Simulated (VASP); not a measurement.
Input of a VASP 6.6.1 run:

File INCAR:

```
SYSTEM = BiMo
PREC = Accurate ; ENCUT = 520
EDIFF = 1E-7 ; ISMEAR = -1
SIGMA = 0.05 ; LREAL = .FALSE.
LASPH = .TRUE. ; NELM = 80
ALGO = Normal ; ISIF = 2
LWAVE = .FALSE. ; LCHARG = .TRUE.
GGA = PS ; LELF = .TRUE.
LVHAR = .TRUE. ; NBANDS = 22
```

Contents of KPOINTS:

```
regular mesh
0
G
  12 12 12
  0 0 0
```

File POSCAR:

```
BiMo
1.0
    0.0000000000      2.8444813037      2.8444813037
    2.8444813037      0.0000000000      2.8444813037
    2.8444813037      2.8444813037      0.0000000000
Mo Bi
1 1
Direct
    0.0000000000      0.0000000000      0.0000000000
    0.5000000000      0.5000000000      0.5000000000
```

Potentials or basis: VASP PAW PBE potentials, release 64 (Mo_sv, Bi_d).

Launch:

```bash
$ cat potpaw_PBE.64/Mo_sv/POTCAR potpaw_PBE.64/Bi_d/POTCAR > POTCAR
$ mpirun -np 1 vasp_std > vasp.out
```

**Question.** What does it give for the pressure?

**Answer.** -4.6 GPa.

**Question.** What does it give for the band gap on the k mesh?

**Answer.** Zero (an odd number of electrons rules out a gap without spin polarisation).

Caveat: the cell stands under tension; the PAW data sets were made with another functional, which shifts forces and pressure a little; spin-orbit coupling is left out, which moves the levels of the heavy elements.
